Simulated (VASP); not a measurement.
Set up this calculation in VASP 6.6.1, as the native input.

- Task: single point
- Functional: PBE
- Potentials or basis: VASP PAW PBE potentials, release 64 (Li_sv)
- Cutoff: 520 eV
- k mesh: 15 × 15 × 15
- Occupations: fermi-dirac, width 0.08 eV
- Spin: no spin polarisation
- Dipole correction: no
- Further INCAR settings: ALGO = Normal; EDIFF = 1e-06; NBANDS = 10

The structure of Li lies in POSCAR:

```
Li
1.0
   -1.9072443212      1.9072443212      1.1174614682
    1.9072443212     -1.9072443212      1.1174614682
    1.9072443212      1.9072443212     -1.1174614682
Li
2
Direct
   -0.3750000000     -0.1250000000     -0.2500000000
    0.3750000000      0.1250000000      0.2500000000
```

This cell differs from its parent crystal: volume scaled by 0.4.

The input as run:

INCAR

```
SYSTEM = Li
PREC = Accurate ; ENCUT = 520
EDIFF = 1E-6 ; ISMEAR = -1
SIGMA = 0.08 ; LREAL = .False.
LASPH = .True. ; NELM = 80
ALGO = Normal ; ISIF = 2
LWAVE = .False. ; LCHARG = .False.
GGA = PE ; NBANDS = 10
```

KPOINTS

```
regular mesh
0
Gamma
  15 15 15
  0 0 0
```

Potentials or basis: VASP PAW PBE potentials, release 64 (Li_sv).

Command:

```console
$ cat potpaw_PBE.64/Li_sv/POTCAR > POTCAR
$ mpirun -np 1 vasp_std > vasp.out
```

It gave:

```json
{
  "Band gap on the k mesh": "zero (band 3 reaches 6.44 eV, above the bottom of band 4 at 3.11 eV)"
}
```

Run time: 13 s on 1 thread of Intel(R) Xeon(R) 6975P-C (Granite Rapids), with other jobs on the host, peak memory 0.15 GiB.
